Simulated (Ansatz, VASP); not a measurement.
Two plane-wave programs on Pb

```xyz
5
Lattice="3.5631 0.0000 0.0000 -1.7815 3.0857 0.0000 0.0000 0.0000 27.6370" Properties=species:S:1:pos:R:3 pbc="T T T"
Pb    2.6723    0.5143    8.1755
Pb   -0.8908    2.5714   10.8999
Pb    0.8908    1.5429   13.8185
Pb    2.6723    0.5143   16.7371
Pb   -0.8908    2.5714   19.4615
```

Alike in both runs: task single point; functional PBE; k mesh 12 × 12 × 1; occupations fermi-dirac, width 0.08 eV; no spin polarisation.

|  | VASP | Ansatz |
| --- | --- | --- |
| version | VASP 6.6.1 | Ansatz 0.2.0 |
| potentials or method | VASP PAW PBE potentials, release 64 (Pb_d) | PAW with Ansatz's default frozen-core files, scalar-relativistic |
| plane-wave cutoff (eV) | 520 | 420 |
| valence electrons in the cell | 70 | 70 |

|  | VASP | Ansatz | Ansatz less VASP |
| --- | --- | --- | --- |
| rms of the force components (eV/Å) | 0.003 | 0.003 | +0.0005 |

Atom by atom the forces differ by 0.001 eV/Å (rms over components).

Spin-orbit coupling is off throughout.
